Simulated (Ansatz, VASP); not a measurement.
**Two plane-wave programs on Sb**

Contents of INCAR:

```
PREC     = Accurate       # precision mode
ENCUT    = 520            # plane-wave cutoff, eV
EDIFF    = 1E-6           # SCF threshold, eV
ISMEAR   = 0              # smearing method
SIGMA    = 0.1            # smearing width, eV
LREAL    = False          # projectors in reciprocal space
LASPH    = True           # aspherical terms in the spheres
NELM     = 80             # most SCF steps
ALGO     = Normal         # electronic algorithm
ISIF     = 2              # what is computed and relaxed
LWAVE    = False          # write WAVECAR
LCHARG   = True           # write CHGCAR
GGA      = PE             # functional
LELF     = True           # ELF
LVHAR    = True         
NBANDS   = 8              # bands
```

Contents of KPOINTS:

```
regular mesh
0
Gamma
  14 14 14
```

The input POSCAR:

```
Sb
1.0
    3.0790403078      0.0000000000      0.0000000000
    0.0000000000      3.0790403078      0.0000000000
    0.0000000000      0.0000000000      3.0790403078
Sb
1
Direct
    0.0000000000      0.0000000000      0.0000000000
```

Input for Ansatz:

```yaml
crystal:
  lattice:
    - [3.0790403078, 0.0, 0.0]
    - [0.0, 3.0790403078, 0.0]
    - [0.0, 0.0, 3.0790403078]
  atoms:
    - { symbol: Sb, position: [0.0, 0.0, 0.0] }
basis:
  ecutwfc: 420
kpoints:
  mp_grid: { grid: [14, 14, 14] }
hamiltonian:
  xc: pbe
scf:
  occupations: { method: gaussian, width: 0.1 }
output:
  forces: true
  stress: true
  eigenvalues: true
```

Alike in both runs: task single point; functional PBE; k mesh 14 × 14 × 14; occupations gaussian, width 0.1 eV; no spin polarisation.

|  | VASP | Ansatz |
| --- | --- | --- |
| version | VASP 6.6.1 | Ansatz 0.2.0 |
| potentials or method | VASP PAW PBE potentials, release 64 (Sb), cutoff 520 eV | scalar-relativistic, plane waves, PAW |
| valence electrons in the cell | 5 | 15 |

VASP gave:

- gap on the k mesh at the Fermi level (eV): none
- pressure (GPa): 1.7

Task: Which values does Ansatz return?

Result: gap on the k mesh at the Fermi level (eV): none; pressure (GPa): 1.8.

A gap of «none» marks a metal or a gap that the smearing closes. VASP's potentials hold 5 valence electrons a cell and Ansatz's 15, so a difference there can come from the potentials and not from the codes.

Spin-orbit coupling is off throughout.
